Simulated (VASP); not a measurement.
A run of VASP 6.6.1:

INCAR

```
SYSTEM = Te2Mo
  AGGAC = 1.0
  AGGAX = 1.0
  ALDAC = 0.0
  ALDAX = 1.0
  ALGO = Normal
  EDIFF = 1E-6
  ENCUT = 520
  GGA = B5
  ISIF = 2
  ISMEAR = -1
  LASPH = .True.
  LCHARG = .False.
  LREAL = .False.
  LWAVE = .False.
  NBANDS = 64
  NELM = 80
  PREC = Accurate
  SIGMA = 0.05
```

File KPOINTS:

```
k-points
0
Gamma
  4 8 2
  0 0 0
```

POSCAR

```
Te2Mo
1.0
    6.3719217515      0.0000000000      0.0000000000
    0.0000000000      3.4919741795      0.0000000000
   -0.9530650552      0.0000000000     13.9192001300
Te Mo
8 4
Direct
    0.9437000000      0.7500000000      0.6045000000
    0.0563000000      0.2500000000      0.3955000000
    0.9030000000      0.2500000000      0.8514000000
    0.0970000000      0.7500000000      0.1486000000
    0.4112000000      0.7500000000      0.8955000000
    0.5888000000      0.2500000000      0.1045000000
    0.4432000000      0.2500000000      0.6484000000
    0.5568000000      0.7500000000      0.3516000000
    0.8167000000      0.7500000000      0.9926000000
    0.1833000000      0.2500000000      0.0074000000
    0.6819000000      0.2500000000      0.4934000000
    0.3181000000      0.7500000000      0.5066000000
```

Potentials or basis: VASP PAW PBE potentials, release 64 (Te, Mo_sv).

The run is started by

```sh
$ cat potpaw_PBE.64/Te/POTCAR potpaw_PBE.64/Mo_sv/POTCAR > POTCAR
$ mpirun -np 1 vasp_std > vasp.out
```

Hardware: 1 thread of Oxide Virtual Turin-like Processor, with other jobs on the host.

Q: How long does it take, and how much memory?

A: Run time: 20 min on 1 thread of Oxide Virtual Turin-like Processor (shared host), peak memory 0.63 GiB. Counts: scf iterations 17, k points 30.
